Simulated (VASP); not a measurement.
Runs of VASP 6.6.1 on ZnS. The structure is that of space group Cm (No. 8), or close to it. The cells are those of the table. 

```csv
cell,gap on the mesh (eV),pressure (GPa),largest force (eV/Å)
"a = 3.845, b = 3.845, c = 13.778 Å, angles 69.6, 69.6, 60.0°, 8 atoms",1.69,-0.2,0.91
"a = 3.845, b = 3.845, c = 14.011 Å, angles 67.8, 67.8, 60.0°, 8 atoms",(d),0.0,(c)
"a = 3.845, b = 3.845, c = 13.196 Å, angles 75.2, 75.2, 60.0°, 8 atoms",1.25,-0.1,0.46
"a = 3.845, b = 3.845, c = 12.912 Å, angles 79.3, 79.3, 60.0°, 8 atoms",(a),-0.6,0.43
"a = 3.845, b = 3.845, c = 12.623 Å, angles 87.8, 87.8, 60.0°, 8 atoms",2.01,0.0,0.37
"a = 3.845, b = 3.845, c = 13.564 Å, angles 71.4, 71.4, 60.0°, 8 atoms",1.32,-0.1,0.75
"a = 3.845, b = 3.845, c = 12.720 Å, angles 83.5, 83.5, 60.0°, 8 atoms",1.54,-0.6,(b)
"a = 3.845, b = 3.845, c = 12.659 Å, angles 85.6, 85.6, 60.0°, 8 atoms",1.80,-0.4,0.65
```

Alike in all rows: task single point; level PBE; potentials or basis VASP PAW PBE potentials, release 64 (Zn, S); no spin polarisation; k mesh 8 × 8 × 2; cutoff (eV) 520; smearing gaussian 0.05 eV.

Q: Estimate the missing entries.

A: (a) 1.47; (b) 0.54; (c) 0.47; (d) 1.96.

A k mesh can miss the band edges.
